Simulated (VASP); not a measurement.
Set up this calculation in VASP 6.6.1, as the native input.

* Task: single point
* Functional: r2SCAN
* Potentials or basis: VASP PAW PBE potentials, release 64 (Be, Te)
* Cutoff: 660 eV
* k mesh: 8 × 8 × 8
* Occupations: gaussian, width 0.02 eV
* Spin: no spin polarisation
* Dipole correction: no
* Further INCAR settings: ALGO = Normal; EDIFF = 1e-06; NBANDS = 11

The system is BeTe.

```
Be Te
1.0
     0.00000    2.66194    2.66194
     2.66194    0.00000    2.66194
     2.66194    2.66194    0.00000
Be Te
1 1
Direct
  0.00000 0.00000 0.00000
  0.75000 0.75000 0.75000
```

This cell differs from its parent crystal: functional r2SCAN, strained.

These files were run (other wordings do the same):

POSCAR

```
BeTe
1.0
    0.0000000000      2.6619423000      2.6619423000
    2.6619423000      0.0000000000      2.6619423000
    2.6619423000      2.6619423000      0.0000000000
Be Te
1 1
Direct
    0.0000000000      0.0000000000      0.0000000000
    0.7500000000      0.7500000000      0.7500000000
```

INCAR.step1

```
SYSTEM = BeTe
ALGO = Normal
EDIFF = 1E-5
ENCUT = 660
GGA = PE
GGA_COMPAT = .FALSE.
ISMEAR = 0
LASPH = .TRUE.
LCHARG = .FALSE.
LREAL = .FALSE.
LWAVE = .TRUE.
NBANDS = 11
NELM = 120
PREC = Accurate
SIGMA = 0.02
```

INCAR.step2

```
SYSTEM = BeTe
ALGO = Normal
EDIFF = 1E-6
ENCUT = 660
GGA_COMPAT = .FALSE.
ISIF = 2
ISMEAR = 0
ISTART = 1
LASPH = .TRUE.
LCHARG = .FALSE.
LMIXTAU = .TRUE.
LREAL = .FALSE.
LWAVE = .FALSE.
METAGGA = R2SCAN
NBANDS = 11
NELM = 120
PREC = Accurate
SIGMA = 0.02
```

KPOINTS

```
k-points
0
G
  8 8 8
  0 0 0
```

Potentials or basis: VASP PAW PBE potentials, release 64 (Be, Te).

Launch:

```bash
$ cat potpaw_PBE.64/Be/POTCAR potpaw_PBE.64/Te/POTCAR > POTCAR
$ cp INCAR.step1 INCAR
$ mpirun -np 1 vasp_std > vasp.out
$ cp INCAR.step2 INCAR
$ mpirun -np 1 vasp_std > vasp.out
```

Results of the run:

* Pressure: 15.8 GPa
* Band gap on the k mesh: 1.85 eV, indirect (least direct gap 3.78 eV)

Caveat: the cell differs from its parent crystal (functional r2SCAN, strained); the PAW data sets were made with another functional, which shifts forces and pressure a little; spin-orbit coupling is left out, which moves the levels of the heavy elements.

Wall time 92 s on 1 thread of AMD EPYC 7R43 64-Core Processor (Zen 3), with other jobs on the host, peak memory 0.16 GiB.
